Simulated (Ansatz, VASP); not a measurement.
# Sn in VASP and in Ansatz

Contents of POSCAR:

```
Sn
1.0
   -1.5538851000      1.5979923000      2.3383420000
    1.5538851000     -1.5979923000      2.3383420000
    1.5538851000      1.5979923000     -2.3383420000
Sn
1
Direct
    0.0000000000      0.0000000000      0.0000000000
```

The input INCAR.step1:

```
PREC = Accurate ; ENCUT = 520
ISMEAR = 0 ; SIGMA = 0.15
LREAL = F ; LASPH = T
NELM = 100 ; NBANDS = 13
GGA = PE ; ALGO = Normal
EDIFF = 1E-4 ; LWAVE = T
LCHARG = F
```

INCAR.step2

```
PREC = Accurate ; ENCUT = 520
EDIFF = 1E-6 ; ISMEAR = 0
SIGMA = 0.15 ; LREAL = F
LASPH = T ; NELM = 100
ALGO = Normal ; ISIF = 2
LWAVE = F ; LCHARG = F
METAGGA = R2SCAN ; LMIXTAU = T
NBANDS = 13 ; ISTART = 1
```

File KPOINTS:

```
regular mesh
0
Gamma
  20 20 20
```

Input for Ansatz:

```yaml
crystal:
  lattice:
    - [-1.5538851, 1.5979923, 2.338342]
    - [1.5538851, -1.5979923, 2.338342]
    - [1.5538851, 1.5979923, -2.338342]
  atoms:
    - { symbol: Sn, position: [0.0, 0.0, 0.0] }
basis:
  ecutwfc: 500
kpoints:
  mp_grid: { grid: [20, 20, 20] }
hamiltonian:
  xc: r2scan
scf:
  occupations: { method: gaussian, width: 0.15 }
output:
  forces: true
  stress: true
  eigenvalues: true
```

Change from the starting cell: strain -0.1000 x Voigt [1, 1, 0, 0, 0, 0], atoms carried along.

Alike in both runs: task single point; functional r2SCAN; k mesh 20 × 20 × 20; occupations gaussian, width 0.15 eV; no spin polarisation.

|  | VASP | Ansatz |
| --- | --- | --- |
| version | VASP 6.6.1 | Ansatz 0.2.0 |
| potentials or method | VASP PAW PBE potentials, release 64 (Sn_d), cutoff 520 eV | scalar-relativistic, plane waves, PAW |
| valence electrons in the cell | 14 | 14 |

Ansatz gave:

| Quantity | Value |
| --- | --- |
| gap on the k mesh at the Fermi level (eV) | none |
| pressure (GPa) | 12.2 |
| traceless stress, the component that is largest in VASP (GPa) | -0.71 |

**Question.** Estimate VASP's values.

**Answer.** gap on the k mesh at the Fermi level (eV): none; pressure (GPa): 12.3; traceless stress, the component that is largest in VASP (GPa): -0.71.

VASP's potentials were made for PBE, not for r2SCAN. A gap of «none» marks a metal or a gap that the smearing closes.
